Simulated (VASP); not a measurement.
Set up this calculation in VASP 6.6.1, as the native input.

- Task: single point
- Functional: PBE
- Potentials or basis: VASP PAW PBE potentials, release 64 (Bi_d, Te)
- Cutoff: 520 eV
- k mesh: 10 × 10 × 10
- Occupations: fermi-dirac, width 0.05 eV
- Spin: no spin polarisation
- Dipole correction: no
- Further INCAR settings: ALGO = Normal; EDIFF = 1e-07; NBANDS = 18

The structure of BiTe lies in POSCAR:

```
BiTe
1.0
    0.0000000000      3.2533160000      3.2533160000
    3.2533160000      0.0000000000      3.2533160000
    3.2533160000      3.2533160000      0.0000000000
Bi Te
1 1
Direct
    0.0000000000      0.0000000000      0.0000000000
    0.5000000000      0.5000000000      0.5000000000
```

One way to write it, as run:

INCAR

```
PREC     = Accurate       # precision mode
ENCUT    = 520            # plane-wave cutoff, eV
EDIFF    = 1E-7           # SCF threshold, eV
ISMEAR   = -1             # smearing method
SIGMA    = 0.05           # smearing width, eV
LREAL    = F              # projectors in reciprocal space
LASPH    = T              # aspherical terms in the spheres
NELM     = 80             # most SCF steps
ALGO     = Normal         # electronic algorithm
ISIF     = 2              # what is computed and relaxed
LWAVE    = F              # write WAVECAR
LCHARG   = F              # write CHGCAR
GGA      = PE             # functional
NBANDS   = 18             # bands
```

KPOINTS

```
regular mesh
0
Gamma
  10 10 10
```

Potentials or basis: VASP PAW PBE potentials, release 64 (Bi_d, Te).

Run with:

```bash
$ cat potpaw_PBE.64/Bi_d/POTCAR potpaw_PBE.64/Te/POTCAR > POTCAR
$ mpirun -np 1 vasp_std > vasp.out
```

It gave:

```yaml
Pressure: -0.1 GPa
```

Wall time 37 s on 1 thread of Intel Xeon 6975P-C, on a shared host, peak memory 0.23 GiB.
